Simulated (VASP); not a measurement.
# MgAl18 in VASP: notebook

The runs below take MgAl18 through single point, with LDA.

All numbers are computed with VASP 6.6.1; they aren't measurements. Logs are shortened: lines on timing, memory, paths and dates and some standing lists are left out, and cuts for length are marked.

## Step 1: The cell of the first run

The cell holds a slab with vacuum, 19 atoms: a = 12.150 Å, b = 5.728 Å, c = 13.864 Å, α = 90.00°, β = 90.00°, γ = 90.00°.

## Step 2: Single point, LDA

Input file INCAR:

```
SYSTEM = MgAl18
PREC = Accurate
ENCUT = 520
EDIFF = 1E-6
ISMEAR = -1
SIGMA = 0.15
LREAL = Auto
LASPH = .True.
NELM = 60
ALGO = Normal
ISIF = 2
LWAVE = .False.
LCHARG = .False.
NBANDS = 43
```

Input file KPOINTS:

```
regular mesh
0
Gamma
  2 3 1
  0 0 0
```

Input file POSCAR:

```
MgAl18
1.0
   12.1500000000      0.0000000000      0.0000000000
    0.0000000000      5.7275650000      0.0000000000
    0.0000000000      0.0000000000     13.8637820000
Al Mg
18 1
Direct
    0.0000000000      0.0000000000      0.0721303898
    0.3333333333      0.0000000000      0.0721303898
    0.6666666667      0.0000000000      0.0721303898
    0.0000000000      0.5000000873      0.0721303898
    0.3333333333      0.5000000873      0.0721303898
    0.6666666667      0.5000000873      0.0721303898
    0.1666665844      0.2392917409      0.1732597930
    0.5026990947      0.2609524292      0.1673423601
    0.8306344033      0.2609524292      0.1673421437
    0.1666667490      0.7438099786      0.1549187660
    0.5000924280      0.7516679427      0.1688052366
    0.8332410700      0.7516675935      0.1688050202
   -0.0187618107      0.0256342791      0.2703299143
    0.3520946502      0.0256346283      0.2703297700
    0.6666669959      0.0028216179      0.2700920283
    0.0044350617      0.5151326960      0.2722009045
    0.3288981070      0.5151328706      0.2722008324
    0.6666667490      0.5044920485      0.2710380905
    0.1666665844     -0.1275604904      0.3557216927
```

Potentials or basis: VASP PAW LDA potentials, release 64 (Al, Mg).

The run is started by

```
$ cat potpaw_LDA.64/Al/POTCAR potpaw_LDA.64/Mg/POTCAR > POTCAR
$ mpirun -np 1 vasp_std > vasp.out
```

OUTCAR:

```text
SYSTEM = MgAl18
   PREC = Accurate
   ENCUT = 520
   EDIFF = 1E-6
   ISMEAR = -1
   LREAL = Auto
   LASPH = .True.
   NELM = 60
   ISIF = 2

 ion  position               nearest neighbor table
   1  0.000  0.000  0.072-  10 2.75  13 2.76  12 2.82   7 2.82   4 2.86   4 2.86   9 2.87
   2  0.333  0.000  0.072-  10 2.75  14 2.76  11 2.82   7 2.82   5 2.86   5 2.86   8 2.87
   3  0.667  0.000  0.072-  15 2.74  11 2.81  12 2.81   8 2.82   9 2.82   6 2.86   6 2.86
   4  0.000  0.500  0.072-  10 2.71  16 2.78   9 2.80  12 2.82   1 2.86   1 2.86   7 2.88
   5  0.333  0.500  0.072-  10 2.71  17 2.78   8 2.80  11 2.82   2 2.86   2 2.86   7 2.88
   6  0.667  0.500  0.072-   8 2.75   9 2.75  18 2.76  12 2.82  11 2.82   3 2.86   3 2.86
   7  0.167  0.239  0.173-   1 2.82   2 2.82  10 2.85  16 2.87  17 2.87   4 2.88   5 2.88  14 2.90
                            13 2.90  10 2.90  19 3.29
   8  0.503  0.261  0.167-  14 2.68   6 2.75   5 2.80  11 2.81   3 2.82  18 2.83  15 2.86   2 2.87
                            11 2.92  17 2.95
   9  0.831  0.261  0.167-  13 2.68   6 2.75   4 2.80  12 2.81   3 2.82  18 2.83  15 2.86   1 2.87
                            12 2.92  16 2.95
  10  0.167  0.744  0.155-   5 2.71   4 2.71   2 2.75   1 2.75   7 2.85  17 2.87  16 2.87  19 2.88
                             7 2.90  14 3.20  13 3.20
  11  0.500  0.752  0.169-  14 2.77   8 2.81   3 2.81   2 2.82   6 2.82   5 2.82  18 2.85  15 2.85
                            17 2.87   8 2.92
  12  0.833  0.752  0.169-  13 2.77   9 2.81   3 2.81   1 2.82   6 2.82   4 2.82  18 2.85  15 2.85
                            16 2.87   9 2.92
  13  0.981  0.026  0.270-   9 2.68  19 2.69   1 2.76  12 2.77  16 2.82   7 2.90  16 2.94  10 3.20

  14  0.352  0.026  0.270-   8 2.68  19 2.69   2 2.76  11 2.77  17 2.82   7 2.90  17 2.94  10 3.20

  15  0.667  0.003  0.270-   3 2.74  12 2.85  11 2.85  18 2.85   9 2.86   8 2.86  18 2.87
  16  0.004  0.515  0.272-   4 2.78  13 2.82  12 2.87  10 2.87   7 2.87  13 2.94   9 2.95  19 3.07

  17  0.329  0.515  0.272-   5 2.78  14 2.82  11 2.87  10 2.87   7 2.87  14 2.94   8 2.95  19 3.07

  18  0.667  0.504  0.271-   6 2.76   8 2.83   9 2.83  11 2.85  12 2.85  15 2.85  15 2.87
  19  0.167  0.872  0.356-  14 2.69  13 2.69  10 2.88  17 3.07  16 3.07   7 3.29

  LATTYP: Found a simple orthorhombic cell.
 ALAT       =     5.7275650000
 B/A-ratio  =     2.1213203167
 C/A-ratio  =     2.4205368250

  Lattice vectors:

 A1 = (   0.0000000000,  -5.7275650000,   0.0000000000)
 A2 = (  12.1500000000,   0.0000000000,   0.0000000000)
 A3 = (   0.0000000000,   0.0000000000,  13.8637820000)

Analysis of symmetry for initial positions (statically):
=====================================================================
 Subroutine PRICEL returns:
 Original cell was already a primitive cell.

 Routine SETGRP: Setting up the symmetry group for a
 simple orthorhombic supercell.

 Subroutine GETGRP returns: Found  2 space group operations
 (whereof  1 operations were pure point group operations)
 out of a pool of  8 trial point group operations.

The static configuration has the point symmetry C_1 .
 The point group associated with its full space group is C_1h.

Analysis of symmetry for dynamics (positions and initial velocities):
=====================================================================
 Subroutine PRICEL returns:
 Original cell was already a primitive cell.

 Routine SETGRP: Setting up the symmetry group for a
 simple orthorhombic supercell.

 Subroutine GETGRP returns: Found  2 space group operations
 (whereof  1 operations were pure point group operations)
 out of a pool of  8 trial point group operations.

The dynamic configuration has the point symmetry C_1 .
 The point group associated with its full space group is C_1h.

 Subroutine INISYM returns: Found  2 space group operations
 (whereof  1 operations are pure point group operations),
 and found     1 'primitive' translations

----------------------------------------------------------------------------------------

                                     Primitive cell

  volume of cell :     964.7794

  direct lattice vectors                    reciprocal lattice vectors
    12.150000000  0.000000000  0.000000000     0.082304527  0.000000000  0.000000000
     0.000000000  5.727565000  0.000000000     0.000000000  0.174594265  0.000000000
     0.000000000  0.000000000 13.863782000     0.000000000  0.000000000  0.072130390

  length of vectors
    12.150000000  5.727565000 13.863782000     0.082304527  0.174594265  0.072130390

  position of ions in fractional coordinates (direct lattice)
     0.000000000  0.000000000  0.072130390
     0.333333333  0.000000000  0.072130390
     0.666666667  0.000000000  0.072130390
     0.000000000  0.500000087  0.072130390
     0.333333333  0.500000087  0.072130390
     0.666666667  0.500000087  0.072130390
[... 11 lines left out ...]
     0.666666749  0.504492048  0.271038090
     0.166666584  0.872439510  0.355721693

  ion indices of the primitive-cell ions
   primitive index   ion index
                 1           1
                 2           2
                 3           3
                 4           4
                 5           5
                 6           6
[... 11 lines left out ...]
                18          18
                19          19

----------------------------------------------------------------------------------------

 KPOINTS: regular mesh

Automatic generation of k-mesh.
 Grid dimensions read from file:
 generate k-points for:    2    3    1

 Generating k-lattice:

  Cartesian coordinates                     Fractional coordinates (reciprocal lattice)
     0.041152263  0.000000000  0.000000000     0.500000000  0.000000000  0.000000000
     0.000000000  0.058198088  0.000000000     0.000000000  0.333333333  0.000000000
     0.000000000  0.000000000  0.072130390     0.000000000  0.000000000  1.000000000

  Length of vectors
     0.041152263  0.058198088  0.072130390

  Shift w.r.t. Gamma in fractional coordinates (k-lattice)
     0.000000000  0.000000000  0.000000000

 Subroutine IBZKPT returns following result:
 ===========================================

 Found      4 irreducible k-points:

 Following reciprocal coordinates:
            Coordinates               Weight
  0.000000  0.000000  0.000000      1.000000
  0.500000  0.000000  0.000000      1.000000
  0.000000  0.333333  0.000000      2.000000
  0.500000  0.333333  0.000000      2.000000
   k-points           NKPTS =      4   k-points in BZ     NKDIM =      4   number of bands    NBANDS=     43
   number of dos      NEDOS =    301   number of ions     NIONS =     19
   total plane-waves  NPLWV = 466560
   dimension x,y,z NGX =    90 NGY =   48 NGZ =  108
   dimension x,y,z NGXF=   180 NGYF=   96 NGZF=  216
   ions per type =              18   1
   NGX,Y,Z   is equivalent  to a cutoff of  12.31, 13.93, 12.95 a.u.
   NGXF,Y,Z  is equivalent  to a cutoff of  24.63, 27.86, 25.90 a.u.
 SYSTEM =  MgAl18
   PREC   = accura    normal or accurate (medium, high low for compatibility)
   ISTART =      0    job   : 0-new  1-cont  2-samecut
   ICHARG =      2    charge: 1-file 2-atom 10-const
   ISPIN  =      1    spin polarized calculation?
   LNONCOLLINEAR =      F non collinear calculations
   LSORBIT =      F    spin-orbit coupling
   LASPH  =      T    aspherical Exc in radial PAW
   ENCUT  =  520.0 eV  38.22 Ry    6.18 a.u.  22.59 10.65 25.78*2*pi/ulx,y,z
   NELM   =     60;   NELMIN=  2; NELMDL= -5     # of ELM steps
   EDIFF  = 0.1E-05   stopping-criterion for ELM
   LREAL  =      T    real-space projection
   EDIFFG = 0.1E-04   stopping-criterion for IOM
   NSW    =      0    number of steps for IOM
   IBRION =     -1    ionic relax: 0-MD 1-quasi-New 2-CG
   NFREE  =      0    steps in history (QN), initial steepest desc. (CG)
   ISIF   =      2    stress and relaxation
   ISYM   =      2    0-nonsym 1-usesym 2-fastsym
   POTIM  = 0.5000    time-step for ionic-motion
   TEBEG  =    0.0;   TEEND  =   0.0 temperature during run
   PSTRESS=    0.0 pullay stress
   NELECT =      56.0000    total number of electrons
   NUPDOWN=      -1.0000    fix difference up-down
   EMIN   =  10.00;   EMAX   =-10.00  energy-range for DOS
   EFERMI =   0.00;   METHOD = LEGACY
   ISMEAR =    -1;   SIGMA  =   0.15  broadening in eV -4-tet -1-fermi 0-gaus
   EFERMI_NEDOS =   21; number of points for ismear=-14 and -15
   IALGO  =     38    algorithm
   IMIX   =      4    mixing-type and parameters
     AMIX     =   0.40;   BMIX     =  1.00
     AMIX_MAG =   1.60;   BMIX_MAG =  1.00
  volume/ion in A,a.u.               =      50.78       342.67
  Fermi-wavevector in a.u.,A,eV,Ry     =   0.633862  1.197826  5.466566  0.401781
  Thomas-Fermi vector in A             =   1.697662
   LORBIT       =      0    0 simple, 1 ext, 2 COOP (PROOUT), +10 PAW based schemes
   GGA     = CA    functional components
   LHFCALC =     F    Hartree Fock is set to
   AEXX    =    0.0000 exact exchange contribution
   IVDW    =     0    specifies the selected vdW correction
   LEPSILON=     F    determine dielectric tensor
   LRPA    =     F    only Hartree local field effects (RPA)
 non-spin polarized calculation
  energy-cutoff  :      520.00
  volume of cell :      964.78
 maximum number of plane-waves:     25994
   NGX = 45   NGY = 21   NGZ = 51

 number of electron      56.0000000 magnetization

 Free energy of the ion-electron system (eV)
  ---------------------------------------------------
  ext. energy  EPLUGINS =         0.00000000
  ---------------------------------------------------
  free energy    TOTEN  =       -67.74399056 eV

  energy without entropy =      -67.05332993  energy(sigma->0) =      -67.39866025

 E-fermi :  -0.2495     XC(G=0):  -4.8539

 val. band max:       -0.2504145673   @ k =   0.5000   0.0000   0.0000
 cond. band min:      -0.1811756210   @ k =   0.5000   0.3333   0.0000
 fundamental gap:      0.0692389463
 Fermi energy:        -0.2495037449

 k-point     1 :       0.0000    0.0000    0.0000
  band No.  band energies     occupation
      1      -9.9381      2.00000
      2      -8.9690      2.00000
      3      -8.9634      2.00000
      4      -6.3636      2.00000
      5      -6.0541      2.00000
      6      -5.9724      2.00000
[... 32 lines left out ...]
     39       2.0074      0.00000
     40       2.0865      0.00000

 k-point     2 :       0.5000    0.0000    0.0000
  band No.  band energies     occupation
      1      -9.7044      2.00000
      2      -9.6815      2.00000
      3      -8.0006      2.00000
      4      -7.4349      2.00000
      5      -6.2394      2.00000
      6      -5.9849      2.00000
[... 32 lines left out ...]
     39       1.5131      0.00002
     40       1.5875      0.00001

 k-point     3 :       0.0000    0.3333    0.0000
  band No.  band energies     occupation
      1      -9.4424      2.00000
      2      -8.4792      2.00000
      3      -8.4718      2.00000
      4      -7.9649      2.00000
      5      -7.0103      2.00000
      6      -7.0062      2.00000
[... 32 lines left out ...]
     39       1.9739      0.00000
     40       2.0458      0.00000

 k-point     4 :       0.5000    0.3333    0.0000
  band No.  band energies     occupation
      1      -9.2096      2.00000
      2      -9.1870      2.00000
      3      -7.7435      2.00000
      4      -7.7168      2.00000
      5      -7.5052      2.00000
      6      -6.9396      2.00000
[... 32 lines left out ...]
     39       1.9352      0.00000
     40       2.0652      0.00000
 [bands above 40 left out]

------------------------ aborting loop because EDIFF is reached ----------------------------------------

  FORCE on cell =-STRESS in cart. coord.  units (eV):
  Direction    XX          YY          ZZ          XY          YZ          ZX
  --------------------------------------------------------------------------------------
  -------------------------------------------------------------------------------------
  Total      -14.8562861    -15.2877783      0.0072193      0.0000000     -0.5208610      0.0000000
  in kB      -24.6713442    -25.3879089      0.0119889      0.0000000     -0.8649768      0.0000000
  external PRESSURE =     -16.6824214 kB  Pullay stress =       0.0000000 kB

 VOLUME and BASIS-vectors are now :
 -----------------------------------------------------------------------------
  energy-cutoff  :      520.00
  volume of cell :      964.78
      direct lattice vectors                 reciprocal lattice vectors
    12.150000000  0.000000000  0.000000000     0.082304527  0.000000000  0.000000000
     0.000000000  5.727565000  0.000000000     0.000000000  0.174594265  0.000000000
     0.000000000  0.000000000 13.863782000     0.000000000  0.000000000  0.072130390

 POSITION                                       TOTAL-FORCE (eV/Angst)
 -----------------------------------------------------------------------------------
      0.00000      0.00000      1.00000        -0.035936      0.146215      0.045290
      4.05000      0.00000      1.00000         0.035936      0.146215      0.045290
      8.10000      0.00000      1.00000         0.000000     -0.023521     -0.018457
      0.00000      2.86378      1.00000        -0.086838     -0.151577      0.033465
      4.05000      2.86378      1.00000         0.086838     -0.151577      0.033465
      8.10000      2.86378      1.00000         0.000000      0.093717     -0.159333
[... 11 lines left out ...]
      8.10000      2.88951      3.75761         0.000000      0.014754      0.025692
      2.02500      4.99695      4.93165         0.000000     -0.285481     -0.029089
 -----------------------------------------------------------------------------------
    total drift:                                0.000295     -0.000149     -0.000169

  FREE ENERGIE OF THE ION-ELECTRON SYSTEM (eV)
  ---------------------------------------------------
  free  energy   TOTEN  =       -67.7439905609 eV

  energy  without entropy=      -67.0533299313  energy(sigma->0) =      -67.39866025
```

Wall time 4.2 min (1 thread of Intel Xeon Platinum 8488C (Sapphire Rapids), shared host); peak memory 0.68 GiB.

Results:

```
Free energy            : -67.7440 eV
Largest force          : 0.287 eV/Å
Band gap on the k mesh : zero (bands 28 and 29 overlap by 0.73 eV)
```

Forces on the atoms (eV/Å):
```
Al  -0.036  0.146  0.045
Al   0.036  0.146  0.045
Al   0.000 -0.024 -0.018
Al  -0.087 -0.152  0.033
Al   0.087 -0.152  0.033
Al   0.000  0.094 -0.159
Al   0.000 -0.018  0.043
Al   0.004  0.011 -0.004
Al  -0.004  0.011 -0.004
Al   0.000 -0.024 -0.063
Al  -0.014  0.021  0.004
Al   0.014  0.021  0.004
Al   0.032  0.057  0.019
Al  -0.032  0.057  0.019
Al   0.000  0.009 -0.003
Al  -0.002  0.033  0.005
Al   0.002  0.033  0.005
Al   0.000  0.015  0.026
Mg   0.000 -0.285 -0.029
```

Levels at points of the mesh, in eV from the Fermi level:
```tsv
k point	band 26	band 27	band 28	band 29	band 30	band 31
(0.00, 0.00, 0.00)	-1.08	-1.02	-1.02	-0.66	-0.63	-0.07
(0.50, 0.00, 0.00)	-0.57	-0.11	0.00	0.08	0.33	0.34
```

Caveat: the k points lie up to 0.37 Å⁻¹ apart, too coarse for converged energies and pressures of a metal.

## Step 3: Single point, LDA

Input file INCAR:

```
SYSTEM = MgAl18
ALGO = Normal
EDIFF = 1E-6
ENCUT = 520
GGA = CA
ISIF = 2
ISMEAR = -1
LASPH = .TRUE.
LCHARG = .TRUE.
LELF = .TRUE.
LREAL = Auto
LVHAR = .TRUE.
LWAVE = .FALSE.
NBANDS = 43
NELM = 60
PREC = Accurate
SIGMA = 0.15
```

Input file KPOINTS:

```
k-points
0
G
  2 3 1
  0 0 0
```

Input file POSCAR:

```
MgAl18
1.0
   12.1500000000      0.0000000000      0.0000000000
    0.0000000000      5.7275650000      0.0000000000
    0.0000000000      0.0000000000     13.8637820000
Al Mg
18 1
Direct
    0.0000000000      0.0000000000      0.0721303898
    0.3333333333      0.0000000000      0.0721303898
    0.6666666667      0.0000000000      0.0721303898
    0.0000000000      0.5000000873      0.0721303898
    0.3333333333      0.5000000873      0.0721303898
    0.6666666667      0.5000000873      0.0721303898
    0.1666667490      0.2562778423      0.1549859194
    0.5001006584      0.2483952605      0.1687829483
    0.8332327572      0.2483950859      0.1687828040
    0.1666665844      0.7607510347      0.1732283442
    0.5026981893      0.7390198103      0.1673245439
    0.8306353086      0.7390194611      0.1673241111
   -0.0188697119     -0.0255372047      0.2703279668
    0.3522025514     -0.0255363318      0.2703278225
    0.6666669136     -0.0027702872      0.2700991692
    0.0044882305      0.4848229571      0.2722232649
    0.3288449383      0.4848236554      0.2722232649
    0.6666668313      0.4955584092      0.2710409757
    0.1666665021      0.1266002219      0.3556780538
```

Potentials or basis: VASP PAW LDA potentials, release 64 (Al, Mg).

The run is started by

```
$ cat potpaw_LDA.64/Al/POTCAR potpaw_LDA.64/Mg/POTCAR > POTCAR
$ mpirun -np 1 vasp_std > vasp.out
```

Run time: 4.5 min. Hardware: 1 thread of Intel Xeon Platinum 8488C (Sapphire Rapids), shared host; peak memory 0.68 GiB.

The run converged. Its results:

| Item | Value |
| --- | --- |
| Free energy | -67.7422 eV |
| Largest force | 0.288 eV/Å |
| Band gap on the k mesh | zero (bands 28 and 29 overlap by 0.73 eV) |

Forces on the atoms (eV/Å):
```
Al  -0.035 -0.145  0.046
Al   0.035 -0.145  0.046
Al   0.000  0.023 -0.018
Al  -0.086  0.151  0.034
Al   0.086  0.151  0.034
Al   0.000 -0.093 -0.160
Al   0.000  0.023 -0.065
Al  -0.014 -0.022  0.004
Al   0.014 -0.022  0.004
Al   0.000  0.018  0.043
Al   0.004 -0.011 -0.004
Al  -0.004 -0.011 -0.004
Al   0.032 -0.058  0.018
Al  -0.032 -0.058  0.018
Al   0.000 -0.009 -0.003
Al  -0.003 -0.032  0.004
Al   0.003 -0.032  0.004
Al   0.000 -0.015  0.026
Mg   0.000  0.287 -0.027
```

Levels at points of the mesh, in eV from the Fermi level:
| k point | band 24 | band 25 | band 26 | band 27 | band 28 | band 29 | band 30 | band 31 | band 32 | band 33 |
| --- | --- | --- | --- | --- | --- | --- | --- | --- | --- | --- |
| (0.00, 0.00, 0.00) | -1.45 | -1.19 | -1.08 | -1.02 | -1.02 | -0.66 | -0.63 | -0.07 | 0.48 | 1.33 |
| (0.50, 0.00, 0.00) | -1.22 | -1.10 | -0.57 | -0.11 | 0.00 | 0.08 | 0.33 | 0.34 | 0.42 | 0.85 |

Caveat: the k points lie up to 0.37 Å⁻¹ apart, too coarse for converged energies and pressures of a metal.
